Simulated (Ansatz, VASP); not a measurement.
# Zn2S in VASP and in Ansatz

```xyz
3
Lattice="4.2024 0.0000 0.0000 -2.1012 3.6394 0.0000 0.0000 0.0000 3.5720" Properties=species:S:1:pos:R:3 pbc="T T T"
Zn    0.0000    2.4263    1.7860
Zn    2.1012    1.2131    1.7860
S     0.0000    0.0000    0.0000
```

Alike in both runs: functional PBE; k mesh 12 × 12 × 16; occupations gaussian, width 0.1 eV; no spin polarisation.

Ansatz relaxed the structure, and its values are those at the end. VASP's run is a single point on that final structure, the one shown.

```csv
,VASP,Ansatz
version,VASP 6.6.1,Ansatz 0.2.0
potentials or method,"VASP PAW PBE potentials, release 64 (Zn, S), cutoff 520 eV","scalar-relativistic, plane waves, PAW"
valence electrons in the cell,30,30
```

|  | VASP | Ansatz | Ansatz less VASP |
| --- | --- | --- | --- |
| gap on the k mesh at the Fermi level (eV) | none | none | - |
| pressure (GPa) | 0.2 | 0.0 | -0.16 |

A gap of «none» marks a metal or a gap that the smearing closes.
